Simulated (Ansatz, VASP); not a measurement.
## CsPbCl3: VASP beside Ansatz

File INCAR:

```
  PREC = Accurate
  ENCUT = 520
  EDIFF = 1E-7
  ISMEAR = -1
  SIGMA = 0.05
  LREAL = F
  LASPH = T
  NELM = 80
  ALGO = Normal
  ISIF = 2
  LWAVE = F
  LCHARG = T
  GGA = PE
  LELF = T
  LVHAR = T
  NBANDS = 30
```

Contents of KPOINTS:

```
regular mesh
0
Gamma
  5 5 5
```

Contents of POSCAR:

```
CsPbCl3
1.0
    5.6050000000      0.0000000000      0.0000000000
    0.0000000000      5.6050000000      0.0000000000
    0.0000000000      0.0000000000      5.6050000000
Pb Cs Cl
1 1 3
Direct
    0.4937920000      0.4986730000      0.5000720000
   -0.0069170000      0.0008100000      0.0009270000
    0.4971890000      0.0032210000      0.5056030000
   -0.0031200000      0.5006000000      0.5007600000
    0.5014110000      0.5033340000      0.0026590000
```

Contents of input.yaml:

```yaml
crystal:
  lattice:
    - [5.605, 0.0, 0.0]
    - [0.0, 5.605, 0.0]
    - [0.0, 0.0, 5.605]
  atoms:
    - { symbol: Pb, position: [0.493792, 0.498673, 0.500072] }
    - { symbol: Cs, position: [-0.006917, 0.00081, 0.000927] }
    - { symbol: Cl, position: [0.497189, 0.003221, 0.505603] }
    - { symbol: Cl, position: [-0.00312, 0.5006, 0.50076] }
    - { symbol: Cl, position: [0.501411, 0.503334, 0.002659] }
kpoints:
  mp_grid: { grid: [5, 5, 5] }
scf:
  occupations: { method: fermi_dirac, width: 0.05 }
hamiltonian:
  xc: pbe
  pseudopotentials: { kind: all_electron, lapw: { basis_error: 0.001 } }
output:
  forces: true
  stress: true
  eigenvalues: true
  populations: true
```

Change from the starting cell: atoms moved at random, drawn with an rms of 0.05 Å.

Alike in both runs: task single point; functional PBE; k mesh 5 × 5 × 5; occupations fermi-dirac, width 0.05 eV; no spin polarisation.

```csv
,VASP,Ansatz
version,VASP 6.6.1,Ansatz 0.2.0
potentials or method,"VASP PAW PBE potentials, release 64 (Pb_d, Cs_sv, Cl), cutoff 520 eV","all-electron LAPW, scalar-relativistic"
```

Ansatz gave:

| Property | Result |
| --- | --- |
| gap on the k mesh at the Fermi level (eV) | 2.93 |
| least direct gap on the mesh (eV) | 2.93 |
| pressure (GPa) | 1.7 |
| rms of the force components (eV/Å) | 0.033 |

What did VASP give for the same quantities?

gap on the k mesh at the Fermi level (eV): 2.94; least direct gap on the mesh (eV): 2.94; pressure (GPa): 1.7; rms of the force components (eV/Å): 0.033.

Atom by atom the forces differ by 0.000 eV/Å (rms over components). Ansatz ran all-electron here, and VASP with PAW potentials.

Spin-orbit coupling is off throughout.
